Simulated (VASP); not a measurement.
Input of a VASP 6.6.1 run:

File INCAR:

```
SYSTEM = Cd3Ga
PREC = Accurate ; ENCUT = 520
EDIFF = 1E-6 ; ISMEAR = 0
SIGMA = 0.05 ; LREAL = .FALSE.
LASPH = .TRUE. ; NELM = 100
ALGO = Fast ; ISIF = 2
LWAVE = .FALSE. ; LCHARG = .FALSE.
GGA = CA ; NBANDS = 32
```

KPOINTS

```
Automatic mesh
0
G
  10 10 10
  0 0 0
```

File POSCAR:

```
Cd3Ga
1.0
    4.3817254000      0.0000000000      0.0000000000
    0.0000000000      4.3817254000      0.0000000000
   -2.1908627000     -2.1908627000      4.3802000600
Cd Ga
3 1
Direct
    0.2500000000      0.7500000000      0.5000000000
    0.7500000000      0.2500000000      0.5000000000
    0.5000000000      0.5000000000      0.0000000000
    0.0000000000      0.0000000000      0.0000000000
```

Potentials or basis: VASP PAW LDA potentials, release 64 (Cd, Ga_d).

Command:

```bash
$ cat potpaw_LDA.64/Cd/POTCAR potpaw_LDA.64/Ga_d/POTCAR > POTCAR
$ mpirun -np 1 vasp_std > vasp.out
```

**Question.** Estimate the pressure.

**Answer.** -4.1 GPa.

**Question.** Estimate the band gap on the k mesh.

**Answer.** Zero (an odd number of electrons rules out a gap without spin polarisation).

Stress tensor (GPa, compression positive):
```
-4.49  0.00  0.00
 0.00 -4.49  0.00
 0.00  0.00 -3.20
```

Caveat: the cell stands under tension.
